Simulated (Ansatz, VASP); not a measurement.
**One calculation of CaBC, two programs**

File INCAR:

```
SYSTEM = CaBC
ALGO = Normal
EDIFF = 1E-6
ENCUT = 520
GGA = PE
ISIF = 2
ISMEAR = 0
LASPH = .TRUE.
LCHARG = .FALSE.
LREAL = .FALSE.
LWAVE = .FALSE.
NBANDS = 26
NELM = 100
PREC = Accurate
SIGMA = 0.15
```

File KPOINTS:

```
k-points
0
G
  24 24 8
  0 0 0
```

The input POSCAR:

```
CaBC
1.0
    2.9141939623      0.0000000000      0.0000000000
   -1.4570969812      2.5237660029      0.0000000000
    0.0000000000      0.0000000000      8.4642677136
Ca B C
2 2 2
Direct
    0.0000000000      0.0000000000      0.0000000000
    0.0000000000      0.0000000000      0.5000000000
    0.6666666667      0.3333333333      0.2500000000
    0.3333333333      0.6666666667      0.7500000000
    0.6666666667      0.3333333333      0.7500000000
    0.3333333333      0.6666666667      0.2500000000
```

Input for Ansatz:

```yaml
crystal:
  lattice:
    - [2.9141939623, 0.0, 0.0]
    - [-1.4570969812, 2.5237660029, 0.0]
    - [0.0, 0.0, 8.4642677136]
  atoms:
    - { symbol: Ca, position: [0.0, 0.0, 0.0] }
    - { symbol: Ca, position: [0.0, 0.0, 0.5] }
    - { symbol: B, position: [0.6666666667, 0.3333333333, 0.25] }
    - { symbol: B, position: [0.3333333333, 0.6666666667, 0.75] }
    - { symbol: C, position: [0.6666666667, 0.3333333333, 0.75] }
    - { symbol: C, position: [0.3333333333, 0.6666666667, 0.25] }
basis:
  ecutwfc: 420
kpoints:
  mp_grid: { grid: [24, 24, 8] }
hamiltonian:
  xc: pbe
scf:
  occupations: { method: gaussian, width: 0.15 }
output:
  forces: true
  stress: true
  eigenvalues: true
```

Alike in both runs: task single point; functional PBE; k mesh 24 × 24 × 8; occupations gaussian, width 0.15 eV; no spin polarisation.

```csv
,VASP,Ansatz
version,VASP 6.6.1,Ansatz 0.2.0
potentials or method,"VASP PAW PBE potentials, release 64 (Ca_sv, B, C), cutoff 520 eV","scalar-relativistic, plane waves, PAW"
valence electrons in the cell,34,34
```

```csv
,VASP,Ansatz,Ansatz less VASP
gap on the k mesh at the Fermi level (eV),none,none,-
pressure (GPa),1.8,1.3,-0.52
"traceless stress, the component that is largest in VASP (GPa)",-8.40,-8.58,-0.179
```

A gap of «none» marks a metal or a gap that the smearing closes. With one functional, cell and mesh, what is left measures potentials, basis and numerics.
